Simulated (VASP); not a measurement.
# Na (R-3m) in VASP: further runs, part 2 of 2

VASP 6.6.1. Earlier steps stand in the parts before.

## Step 6: Single point, PBEsol

This run uses another cell than the first one, of the same volume but with other edges.

INCAR

```
PREC     = Accurate       # precision mode
ENCUT    = 520            # plane-wave cutoff, eV
EDIFF    = 1E-7           # SCF threshold, eV
ISMEAR   = 0              # smearing method
SIGMA    = 0.15           # smearing width, eV
LREAL    = F              # projectors in reciprocal space
LASPH    = T              # aspherical terms in the spheres
NELM     = 100            # most SCF steps
ALGO     = Fast           # electronic algorithm
ISIF     = 2              # what is computed and relaxed
LWAVE    = F              # write WAVECAR
LCHARG   = T              # write CHGCAR
GGA      = PS             # functional
LELF     = T              # ELF
LVHAR    = T            
NBANDS   = 10             # bands
```

KPOINTS

```
Automatic mesh
0
Gamma
  18 18 18
```

POSCAR

```
Na
1.0
   -2.3471440430      2.1236065151      2.1236065151
    2.1236065151     -2.3471440430      2.1236065151
    2.1236065151      2.1236065151     -2.3471440430
Na
1
Direct
    0.0000000000      0.0000000000      0.0000000000
```

Potentials or basis: VASP PAW PBE potentials, release 64 (Na_pv).

Started as:

```bash
> cat potpaw_PBE.64/Na_pv/POTCAR > POTCAR
> mpirun -np 1 vasp_std > vasp.out
```

OUTCAR:

```text
PREC = Accurate
   ENCUT = 520
   EDIFF = 1E-7
   ISMEAR = 0
   LREAL = F
   LASPH = T
   NELM = 100
   ISIF = 2
   GGA = PS

 ion  position               nearest neighbor table
   1  0.000  0.000  0.000-

  LATTYP: Found a trigonal (rhomboedric) cell.
 ALAT       =     3.8116262173
 COS(alpha) =    -0.3757523646

  Lattice vectors:

 A1 = (  -2.3471440430,   2.1236065151,   2.1236065151)
 A2 = (   2.1236065151,  -2.3471440430,   2.1236065151)
 A3 = (   2.1236065151,   2.1236065151,  -2.3471440430)

Analysis of symmetry for initial positions (statically):
=====================================================================
 Subroutine PRICEL returns:
 Original cell was already a primitive cell.

 Routine SETGRP: Setting up the symmetry group for a
 trigonal (rhombohedral) supercell.

 Subroutine GETGRP returns: Found 12 space group operations
 (whereof 12 operations were pure point group operations)
 out of a pool of 12 trial point group operations.

The static configuration has the point symmetry D_3d.

[... 163 lines left out ...]
 fundamental gap:      0.0234436695
 Fermi energy:         0.2515397839

 k-point     1 :       0.0000    0.0000    0.0000
  band No.  band energies     occupation
      1     -24.6079      2.00000
      2     -24.6060      2.00000
      3     -24.6060      2.00000
      4      -2.9859      2.00000
      5      10.7793      0.00000
      6      10.7793      0.00000
      7      11.1944      0.00000
      8      11.7353      0.00000
      9      11.7353      0.00000
     10      11.8489      0.00000
[... 287 lines left out ...]
 k-point    24 :      -0.2222    0.0556    0.0000
  band No.  band energies     occupation
      1     -24.6253      2.00000
      2     -24.6101      2.00000
      3     -24.6054      2.00000
      4      -2.2557      2.00000
      5       8.0252      0.00000
      6       8.5852      0.00000
      7       9.6051      0.00000
      8      11.2637      0.00000
      9      12.4644      0.00000
     10      12.6198      0.00000

 [... further k-points ...]

------------------------ aborting loop because EDIFF is reached ----------------------------------------

  FORCE on cell =-STRESS in cart. coord.  units (eV):
  Direction    XX          YY          ZZ          XY          YZ          ZX
  --------------------------------------------------------------------------------------
  -------------------------------------------------------------------------------------
  Total       -0.0546622     -0.0546622     -0.0546622      0.1971866      0.1971866      0.1971866
  in kB       -2.3060445     -2.3060445     -2.3060445      8.3187420      8.3187420      8.3187420
  external PRESSURE =      -2.3060445 kB  Pullay stress =       0.0000000 kB

 VOLUME and BASIS-vectors are now :
 -----------------------------------------------------------------------------
  energy-cutoff  :      520.00
  volume of cell :       37.98
      direct lattice vectors                 reciprocal lattice vectors
    -2.347144043  2.123606515  2.123606515     0.026314834  0.249990923  0.249990923
     2.123606515 -2.347144043  2.123606515     0.249990923  0.026314834  0.249990923
     2.123606515  2.123606515 -2.347144043     0.249990923  0.249990923  0.026314834

 POSITION                                       TOTAL-FORCE (eV/Angst)
 -----------------------------------------------------------------------------------
      0.00000      0.00000      0.00000         0.000000      0.000000      0.000000
 -----------------------------------------------------------------------------------
    total drift:                               -0.000000     -0.000000     -0.000000

  FREE ENERGIE OF THE ION-ELECTRON SYSTEM (eV)
  ---------------------------------------------------
  free  energy   TOTEN  =        -1.3708817860 eV

  energy  without entropy=       -1.3652443665  energy(sigma->0) =       -1.36806308
```

stdout:

```text
POSCAR found type information on POSCAR Na
 POSCAR found :  1 types and       1 ions
 scaLAPACK will be used
 -----------------------------------------------------------------------------
|                                                                             |
|                                                                             |
|     You enforced a specific xc type in the INCAR file but a different       |
|     I HOPE YOU KNOW WHAT YOU ARE DOING!                                     |
|                                                                             |
 -----------------------------------------------------------------------------

 LDA part: xc-table for (Slater+PW92), standard interpolation
 POSCAR, INCAR and KPOINTS ok, starting setup
 FFT: planning ... GRIDC
 FFT: planning ... GRID_SOFT
 FFT: planning ... GRID
 WAVECAR not read
 entering main loop
WARNING in EDDRMM: call to ZHEGV failed, returncode =   8  4     10
WARNING in EDDRMM: call to ZHEGV failed, returncode =   8  4     10
WARNING in EDDRMM: call to ZHEGV failed, returncode =   6  3      9
WARNING in EDDRMM: call to ZHEGV failed, returncode =   6  3      7
WARNING in EDDRMM: call to ZHEGV failed, returncode =   6  3      8
WARNING in EDDRMM: call to ZHEGV failed, returncode =   8  4     10
WARNING in EDDRMM: call to ZHEGV failed, returncode =   6  3      9
WARNING in EDDRMM: call to ZHEGV failed, returncode =   8  4      9
WARNING in EDDRMM: call to ZHEGV failed, returncode =   8  4     10
```

It took 1.8 min on 1 thread of Intel Xeon 6975P-C (Granite Rapids), shared host; peak memory 0.28 GiB.

What came out:

| Quantity | Value |
| --- | --- |
| Free energy | -1.3709 eV |
| Pressure | -0.2 GPa |
| Band gap on the k mesh | zero (an odd number of electrons rules out a gap without spin polarisation) |

Levels at points of the mesh, in eV from the Fermi level:
```csv
k point,band 1,band 2,band 3,band 4,band 5,band 6,band 7,band 8
"(0.00, 0.00, 0.00)",-24.86,-24.86,-24.86,-3.24,10.53,10.53,10.94,11.48
"(0.50, 0.00, 0.00)",-24.93,-24.86,-24.85,1.19,1.76,7.90,8.58,8.84
"(0.50, 0.50, 0.00)",-24.88,-24.86,-24.86,0.37,0.71,7.63,7.73,11.63
"(0.50, 0.50, 0.50)",-24.92,-24.87,-24.87,4.56,4.56,4.65,5.02,5.02
```

Caveat: the PAW data sets were made with another functional, which shifts forces and pressure a little.

## Step 7: Summary

| cell | further INCAR settings | gap on the mesh (eV) | pressure (GPa) |
| --- | --- | --- | --- |
| a = 4.424 Å, angles 117.0°, 1 atom | ALGO = Fast; EDIFF = 1e-07; NBANDS = 10 | none | 2.7 |
| a = 3.996 Å, angles 114.3°, 1 atom | ALGO = Fast; EDIFF = 1e-06; NBANDS = 10 | none | 0.2 |
| a = 3.446 Å, angles 101.6°, 1 atom | ALGO = Fast; EDIFF = 1e-07; NBANDS = 10 | none | -0.1 |
| a = 4.191 Å, angles 115.8°, 1 atom | ALGO = Fast; EDIFF = 1e-07; NBANDS = 10 | none | 1.0 |
| a = 3.812 Å, angles 112.1°, 1 atom | ALGO = Fast; EDIFF = 1e-07; NBANDS = 10 | none | -0.2 |

Alike in all rows: task single point; level PBEsol; potentials or basis VASP PAW PBE potentials, release 64 (Na_pv); no spin polarisation; k mesh 18 × 18 × 18; cutoff (eV) 520; smearing gaussian 0.15 eV.

Caveats: the PAW data sets were made with another functional, which shifts forces and pressure a little.

Absolute energies hang on the potentials; compare differences alone.

The gap in the log of VASP goes by the Fermi energy; the results here count the filled bands.